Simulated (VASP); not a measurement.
# Ge (Fd-3m) in VASP: a series of runs, part 2 of 2

VASP 6.6.1. Earlier steps stand in the parts before.

### 3 Single point, HF

This run uses another cell than the first one, of 22.64 Å³/atom, 0.943 times its volume.

File POSCAR:

```
Ge
1.0
    0.0000000000      2.8289100000      2.8289100000
    2.8289100000      0.0000000000      2.8289100000
    2.8289100000      2.8289100000      0.0000000000
Ge
2
Direct
    0.7500000000      0.7500000000      0.7500000000
    0.5000000000      0.5000000000      0.5000000000
```

File INCAR.step1:

```
SYSTEM = Ge
ALGO     = Normal         ! electronic algorithm
EDIFF    = 1E-5           ! SCF threshold, eV
ENCUT    = 520            ! plane-wave cutoff, eV
GGA      = PE             ! functional
ISIF     = 2              ! what is computed and relaxed
ISMEAR   = -1             ! smearing method
LASPH    = .True.         ! aspherical terms in the spheres
LCHARG   = .False.        ! write CHGCAR
LREAL    = .False.        ! projectors in reciprocal space
LWAVE    = .True.         ! write WAVECAR
NBANDS   = 21             ! bands
NELM     = 60             ! most SCF steps
PREC     = Accurate       ! precision mode
SIGMA    = 0.05           ! smearing width, eV
```

File INCAR.step2:

```
SYSTEM = Ge
AEXX     = 1.0            ! exact-exchange fraction
AGGAC    = 0.0          
ALDAC    = 0.0          
ALGO     = Normal         ! electronic algorithm
EDIFF    = 1E-7           ! SCF threshold, eV
ENCUT    = 520            ! plane-wave cutoff, eV
GGA      = PE             ! functional
ISIF     = 2              ! what is computed and relaxed
ISMEAR   = -1             ! smearing method
ISTART   = 1            
LASPH    = .True.         ! aspherical terms in the spheres
LCHARG   = .False.        ! write CHGCAR
LHFCALC  = .True.         ! exact exchange
LREAL    = .False.        ! projectors in reciprocal space
LWAVE    = .False.        ! write WAVECAR
NBANDS   = 21             ! bands
NELM     = 60             ! most SCF steps
PREC     = Accurate       ! precision mode
PRECFOCK = Normal       
SIGMA    = 0.05           ! smearing width, eV
```

File KPOINTS:

```
k-points
0
Gamma
  4 4 4
  0 0 0
```

Potentials or basis: VASP PAW PBE potentials, release 64 (Ge_d).

The run is started by

```bash
> cat potpaw_PBE.64/Ge_d/POTCAR > POTCAR
> cp INCAR.step1 INCAR
> mpirun -np 1 vasp_std > vasp.out
> cp INCAR.step2 INCAR
> mpirun -np 1 vasp_std > vasp.out
```

OUTCAR:

```text
SYSTEM = Ge
   AEXX = 1.0
   EDIFF = 1E-7
   ENCUT = 520
   GGA = PE
   ISIF = 2
   ISMEAR = -1
   ISTART = 1
   LASPH = .True.
   LHFCALC = .True.
   LREAL = .False.
   NELM = 60
   PREC = Accurate
   PRECFOCK = Normal

 ion  position               nearest neighbor table
   1  0.750  0.750  0.750-   2 2.45   2 2.45   2 2.45   2 2.45
   2  0.500  0.500  0.500-   1 2.45   1 2.45   1 2.45   1 2.45

  LATTYP: Found a face centered cubic cell.
 ALAT       =     5.6578200000

  Lattice vectors:

 A1 = (   0.0000000000,   2.8289100000,   2.8289100000)
 A2 = (   2.8289100000,   0.0000000000,   2.8289100000)
 A3 = (   2.8289100000,   2.8289100000,   0.0000000000)

Analysis of symmetry for initial positions (statically):
=====================================================================
 Subroutine PRICEL returns:
 Original cell was already a primitive cell.

 Routine SETGRP: Setting up the symmetry group for a
 face centered cubic supercell.

 Subroutine GETGRP returns: Found 48 space group operations
 (whereof 24 operations were pure point group operations)
 out of a pool of 48 trial point group operations.

The static configuration has the point symmetry T_d .
 The point group associated with its full space group is O_h .

Analysis of symmetry for dynamics (positions and initial velocities):
=====================================================================
 Subroutine PRICEL returns:
 Original cell was already a primitive cell.

 Routine SETGRP: Setting up the symmetry group for a
 face centered cubic supercell.

 Subroutine GETGRP returns: Found 48 space group operations
 (whereof 24 operations were pure point group operations)
 out of a pool of 48 trial point group operations.
[... 103 lines left out ...]
   IMIX   =      1    mixing-type and parameters
     AMIX     =   0.40;   BMIX     =  1.00
     AMIX_MAG =   1.60;   BMIX_MAG =  1.00
  volume/ion in A,a.u.               =      22.64       152.78
  Fermi-wavevector in a.u.,A,eV,Ry     =   1.394756  2.635708 26.468033  1.945346
  Thomas-Fermi vector in A             =   2.518275
   LORBIT       =      0    0 simple, 1 ext, 2 COOP (PROOUT), +10 PAW based schemes
   GGA     = PE    functional components
   LHFCALC =     T    Hartree Fock is set to
   PRECFOCK=normal    Normal, Fast or Accurate (Low or Medium for compatibility)
   ENCUT4O =  -1.0   cutoff for four orbital integrals eV
   NKREDX  =     1    reduce k-point grid by
   NKREDY  =     1    reduce k-point grid by
   NKREDZ  =     1    reduce k-point grid by
   AEXX    =    1.0000 exact exchange contribution
   HFSCREEN=    0.0000 screening length (either q_TF or 0.3 A-1)
   HFSCREENC=   0.0000 screening length for correlation (either q_TF or 0.3 A-1)
   ENCUTFOCK=  -1.0 apply spherical cutoff to Coloumb kernel
   IVDW    =     0    specifies the selected vdW correction
   LEPSILON=     F    determine dielectric tensor
   LRPA    =     F    only Hartree local field effects (RPA)
 non-spin polarized calculation
  energy-cutoff  :      520.00
  volume of cell :       45.28
 maximum number of plane-waves:      1243
 NGX is ok and might be reduce to    30
  NGX = 24; NGY = 24; NGZ = 24

 number of electron      28.0000022 magnetization

 Free energy of the ion-electron system (eV)
  ---------------------------------------------------
  ext. energy  EPLUGINS =         0.00000000
  ---------------------------------------------------
  free energy    TOTEN  =       -17.62560534 eV

  energy without entropy =      -17.62560534  energy(sigma->0) =      -17.62560534

 E-fermi :   4.5206     XC(G=0):   0.0000

 val. band max:        3.2791752597   @ k =   0.0000   0.0000   0.0000
 cond. band min:       9.7183783981   @ k =   0.5000   0.0000   0.0000
 fundamental gap:      6.4392031384
 Fermi energy:         4.5206123601

 k-point     1 :       0.0000    0.0000    0.0000
  band No.  band energies     occupation
      1     -33.7302      2.00000
      2     -33.7302      2.00000
      3     -33.7302      2.00000
      4     -33.6870      2.00000
      5     -33.6870      2.00000
      6     -33.4873      2.00000
[... 181 lines left out ...]
     20      22.5718      0.00000
     21      24.4557      0.00000

------------------------ aborting loop because EDIFF is reached ----------------------------------------

  FORCE on cell =-STRESS in cart. coord.  units (eV):
  Direction    XX          YY          ZZ          XY          YZ          ZX
  --------------------------------------------------------------------------------------
  -------------------------------------------------------------------------------------
  Total        1.0030358      1.0030358      1.0030358     -0.0000000      0.0000000     -0.0000000
  in kB       35.4927480     35.4927480     35.4927480     -0.0000000      0.0000000     -0.0000000
  external PRESSURE =      35.4927480 kB  Pullay stress =       0.0000000 kB

 VOLUME and BASIS-vectors are now :
 -----------------------------------------------------------------------------
  energy-cutoff  :      520.00
  volume of cell :       45.28
      direct lattice vectors                 reciprocal lattice vectors
     0.000000000  2.828910000  2.828910000    -0.176746521  0.176746521  0.176746521
     2.828910000  0.000000000  2.828910000     0.176746521 -0.176746521  0.176746521
     2.828910000  2.828910000  0.000000000     0.176746521  0.176746521 -0.176746521

 POSITION                                       TOTAL-FORCE (eV/Angst)
 -----------------------------------------------------------------------------------
      4.24336      4.24336      4.24336         0.000000     -0.000000     -0.000000
      2.82891      2.82891      2.82891        -0.000000      0.000000      0.000000
 -----------------------------------------------------------------------------------
    total drift:                               -0.000002     -0.000003     -0.000002

  FREE ENERGIE OF THE ION-ELECTRON SYSTEM (eV)
  ---------------------------------------------------
  free  energy   TOTEN  =       -17.6256053445 eV

  energy  without entropy=      -17.6256053445  energy(sigma->0) =      -17.62560534
```

Wall time 20 min (1 thread of Intel Xeon Platinum 8488C (Sapphire Rapids), shared host); peak memory 0.17 GiB.

Results:

```
Free energy            : -17.6256 eV
Pressure               : 3.5 GPa
Band gap on the k mesh : 6.44 eV, indirect (least direct gap 7.29 eV)
```

Caveat: the k points lie up to 0.48 Å⁻¹ apart; the PAW data sets were made with another functional, which shifts forces and pressure a little.

### 4 Single point, PBE

This run uses another cell than the first one, of 22.64 Å³/atom, 0.943 times its volume.

File INCAR:

```
SYSTEM = Ge
ALGO     = Normal         ! electronic algorithm
EDIFF    = 1E-6           ! SCF threshold, eV
ENCUT    = 520            ! plane-wave cutoff, eV
GGA      = PE             ! functional
ISIF     = 2              ! what is computed and relaxed
ISMEAR   = -1             ! smearing method
LASPH    = .TRUE.         ! aspherical terms in the spheres
LCHARG   = .FALSE.        ! write CHGCAR
LREAL    = .FALSE.        ! projectors in reciprocal space
LWAVE    = .FALSE.        ! write WAVECAR
NBANDS   = 21             ! bands
NELM     = 80             ! most SCF steps
PREC     = Accurate       ! precision mode
SIGMA    = 0.02           ! smearing width, eV
```

File KPOINTS:

```
k-points
0
G
  5 5 5
  0 0 0
```

POSCAR is that of step 3.

Potentials or basis: VASP PAW PBE potentials, release 64 (Ge_d).

The run is started by

```bash
> cat potpaw_PBE.64/Ge_d/POTCAR > POTCAR
> mpirun -np 1 vasp_std > vasp.out
```

OUTCAR:

```text
SYSTEM = Ge
   EDIFF = 1E-6
   ENCUT = 520
   GGA = PE
   ISIF = 2
   ISMEAR = -1
   LASPH = .TRUE.
   LREAL = .FALSE.
   NELM = 80
   PREC = Accurate

 ion  position               nearest neighbor table
   1  0.750  0.750  0.750-   2 2.45   2 2.45   2 2.45   2 2.45
   2  0.500  0.500  0.500-   1 2.45   1 2.45   1 2.45   1 2.45

  LATTYP: Found a face centered cubic cell.
 ALAT       =     5.6578200000

  Lattice vectors:

 A1 = (   0.0000000000,   2.8289100000,   2.8289100000)
 A2 = (   2.8289100000,   0.0000000000,   2.8289100000)
 A3 = (   2.8289100000,   2.8289100000,   0.0000000000)

Analysis of symmetry for initial positions (statically):
=====================================================================
 Subroutine PRICEL returns:
 Original cell was already a primitive cell.

 Routine SETGRP: Setting up the symmetry group for a
 face centered cubic supercell.

 Subroutine GETGRP returns: Found 48 space group operations
 (whereof 24 operations were pure point group operations)
 out of a pool of 48 trial point group operations.

The static configuration has the point symmetry T_d .
 The point group associated with its full space group is O_h .

Analysis of symmetry for dynamics (positions and initial velocities):
=====================================================================
 Subroutine PRICEL returns:
 Original cell was already a primitive cell.

 Routine SETGRP: Setting up the symmetry group for a
 face centered cubic supercell.

 Subroutine GETGRP returns: Found 48 space group operations
 (whereof 24 operations were pure point group operations)
 out of a pool of 48 trial point group operations.

The dynamic configuration has the point symmetry T_d .
 The point group associated with its full space group is O_h .

 Subroutine INISYM returns: Found 48 space group operations
[... 93 lines left out ...]
   NELECT =      28.0000    total number of electrons
   NUPDOWN=      -1.0000    fix difference up-down
   EMIN   =  10.00;   EMAX   =-10.00  energy-range for DOS
   EFERMI =   0.00;   METHOD = LEGACY
   ISMEAR =    -1;   SIGMA  =   0.02  broadening in eV -4-tet -1-fermi 0-gaus
   EFERMI_NEDOS =   21; number of points for ismear=-14 and -15
   IALGO  =     38    algorithm
   IMIX   =      4    mixing-type and parameters
     AMIX     =   0.40;   BMIX     =  1.00
     AMIX_MAG =   1.60;   BMIX_MAG =  1.00
  volume/ion in A,a.u.               =      22.64       152.78
  Fermi-wavevector in a.u.,A,eV,Ry     =   1.394756  2.635708 26.468033  1.945346
  Thomas-Fermi vector in A             =   2.518275
   LORBIT       =      0    0 simple, 1 ext, 2 COOP (PROOUT), +10 PAW based schemes
   GGA     = PE    functional components
   LHFCALC =     F    Hartree Fock is set to
   AEXX    =    0.0000 exact exchange contribution
   IVDW    =     0    specifies the selected vdW correction
   LEPSILON=     F    determine dielectric tensor
   LRPA    =     F    only Hartree local field effects (RPA)
 non-spin polarized calculation
  energy-cutoff  :      520.00
  volume of cell :       45.28
 maximum number of plane-waves:      1243
 NGX is ok and might be reduce to    30
   NGX = 15   NGY = 15   NGZ = 15

 number of electron      28.0000022 magnetization

 Free energy of the ion-electron system (eV)
  ---------------------------------------------------
  ext. energy  EPLUGINS =         0.00000000
  ---------------------------------------------------
  free energy    TOTEN  =        -8.90747871 eV

  energy without entropy =       -8.90684437  energy(sigma->0) =       -8.90716154

 E-fermi :   5.0468     XC(G=0):  -9.9088

 val. band max:        5.0127985404   @ k =   0.0000   0.0000   0.0000
 cond. band min:       5.0497484299   @ k =   0.0000   0.0000   0.0000
 fundamental gap:      0.0369498894
 Fermi energy:         5.0468005499

 k-point     1 :       0.0000    0.0000    0.0000
  band No.  band energies     occupation
      1     -19.7962      2.00000
      2     -19.7962      2.00000
      3     -19.7962      2.00000
      4     -19.7604      2.00000
      5     -19.7604      2.00000
      6     -19.5497      2.00000
[... 229 lines left out ...]
     20      15.4791      0.00000
     21      18.2350      0.00000

------------------------ aborting loop because EDIFF is reached ----------------------------------------

  FORCE on cell =-STRESS in cart. coord.  units (eV):
  Direction    XX          YY          ZZ          XY          YZ          ZX
  --------------------------------------------------------------------------------------
  -------------------------------------------------------------------------------------
  Total        1.0290700      1.0290700      1.0290700      0.0000000      0.0000000     -0.0000000
  in kB       36.4139777     36.4139777     36.4139777      0.0000000      0.0000000     -0.0000000
  external PRESSURE =      36.4139777 kB  Pullay stress =       0.0000000 kB

 VOLUME and BASIS-vectors are now :
 -----------------------------------------------------------------------------
  energy-cutoff  :      520.00
  volume of cell :       45.28
      direct lattice vectors                 reciprocal lattice vectors
     0.000000000  2.828910000  2.828910000    -0.176746521  0.176746521  0.176746521
     2.828910000  0.000000000  2.828910000     0.176746521 -0.176746521  0.176746521
     2.828910000  2.828910000  0.000000000     0.176746521  0.176746521 -0.176746521

 POSITION                                       TOTAL-FORCE (eV/Angst)
 -----------------------------------------------------------------------------------
      4.24336      4.24336      4.24336        -0.000000     -0.000000     -0.000000
      2.82891      2.82891      2.82891         0.000000      0.000000      0.000000
 -----------------------------------------------------------------------------------
    total drift:                                0.000000     -0.000000     -0.000000

  FREE ENERGIE OF THE ION-ELECTRON SYSTEM (eV)
  ---------------------------------------------------
  free  energy   TOTEN  =        -8.9074787129 eV

  energy  without entropy=       -8.9068443692  energy(sigma->0) =       -8.90716154
```

OSZICAR:

```text
N       E                     dE             d eps       ncg     rms          rms(c)
DAV:   1     0.190714445520E+03    0.19071E+03   -0.14560E+04   474   0.366E+03
DAV:   2     0.191426617716E+02   -0.17157E+03   -0.16549E+03   420   0.592E+02
DAV:   3    -0.809866262318E+01   -0.27241E+02   -0.27025E+02   495   0.145E+02
DAV:   4    -0.898700142231E+01   -0.88834E+00   -0.88758E+00   470   0.308E+01
DAV:   5    -0.900056271708E+01   -0.13561E-01   -0.13561E-01   500   0.417E+00    0.326E+00
DAV:   6    -0.893748757476E+01    0.63075E-01   -0.22987E-02   485   0.143E+00    0.193E+00
DAV:   7    -0.890526210994E+01    0.32225E-01   -0.52467E-02   479   0.198E+00    0.153E-01
DAV:   8    -0.890720810004E+01   -0.19460E-02   -0.60718E-03   450   0.892E-01    0.469E-02
DAV:   9    -0.890746467580E+01   -0.25658E-03   -0.30418E-04   470   0.176E-01    0.148E-02
DAV:  10    -0.890747676435E+01   -0.12089E-04   -0.31111E-05   470   0.677E-02    0.671E-03
DAV:  11    -0.890747845077E+01   -0.16864E-05   -0.47873E-06   396   0.301E-02    0.220E-03
DAV:  12    -0.890747871285E+01   -0.26208E-06   -0.33251E-07   333   0.500E-03
   1 F= -.89074787E+01 E0= -.89071615E+01  d E =-.634344E-03
```

Wall time 22 s (1 thread of AMD EPYC 7R13, shared host); peak memory 0.13 GiB.

Results:

- Free energy: -8.9075 eV
- Pressure: 3.6 GPa
- Band gap on the k mesh: 0.04 eV, direct

Levels at points of the mesh, in eV from the valence-band top:
```tsv
k point	band 10	band 11	band 12	band 13	band 14	band 15	band 16	band 17	band 18	band 19
(0.00, 0.00, 0.00)	-24.55	-12.77	0.00	0.00	0.00	0.04	2.55	2.55	2.55	6.43
```

A k mesh can miss the band edges.

### 5 Single point, PBE

This run uses another cell than the first one, of 22.64 Å³/atom, 0.943 times its volume.

File INCAR:

```
PREC = Accurate
ENCUT = 520
EDIFF = 1E-7
ISMEAR = -1
SIGMA = 0.02
LREAL = F
LASPH = T
NELM = 60
ALGO = Normal
ISIF = 2
LWAVE = F
LCHARG = F
GGA = PE
NBANDS = 21
```

File KPOINTS:

```
regular mesh
0
Gamma
  4 4 4
```

POSCAR is that of step 4.

The run is started by

```bash
> cat potpaw_PBE.64/Ge_d/POTCAR > POTCAR
> mpirun -np 1 vasp_std > vasp.out
```

Run time: 12 s. Hardware: 1 thread of Intel Xeon 8259CL, shared host; peak memory 0.16 GiB.

It converged, with:

```
Free energy            : -8.7494 eV
Pressure               : 4.0 GPa
Band gap on the k mesh : 0.04 eV, direct
```

Levels at points of the mesh, in eV from the valence-band top:
| k point | band 12 | band 13 | band 14 | band 15 | band 16 | band 17 |
| --- | --- | --- | --- | --- | --- | --- |
| (0.00, 0.00, 0.00) | 0.00 | 0.00 | 0.00 | 0.04 | 2.54 | 2.54 |
| (0.50, 0.00, 0.00) | -7.60 | -1.41 | -1.41 | 0.18 | 3.73 | 3.73 |
| (0.50, 0.50, 0.00) | -8.89 | -3.08 | -3.08 | 0.75 | 0.75 | 9.51 |

Caveat: the k points lie up to 0.48 Å⁻¹ apart.

### 6 Summary

| level | cell | k mesh | smearing | grid for exact exchange (PRECFOCK) | gap on the mesh (eV) | pressure (GPa) |
| --- | --- | --- | --- | --- | --- | --- |
| r2SCAN50 | a = 4.079 Å, angles 60.0°, 2 atoms | 4 × 4 × 4 | fermi-dirac 0.05 eV | Normal | 2.61 | -6.0 |
| HF | a = 4.001 Å, angles 60.0°, 2 atoms | 4 × 4 × 4 | fermi-dirac 0.05 eV | Normal | 6.44 | 3.5 |
| PBE | a = 4.001 Å, angles 60.0°, 2 atoms | 5 × 5 × 5 | fermi-dirac 0.02 eV | - | 0.04 | 3.6 |
| PBE | a = 4.001 Å, angles 60.0°, 2 atoms | 4 × 4 × 4 | fermi-dirac 0.02 eV | - | 0.04 | 4.0 |

Alike in all rows: task single point; potentials or basis VASP PAW PBE potentials, release 64 (Ge_d); no spin polarisation; cutoff (eV) 520.

Caveats: some runs use coarse meshes; the PAW data sets were made with another functional, which shifts forces and pressure a little (some runs).

Total energies depend on the potentials used, so only differences within one code and one set of settings carry meaning.
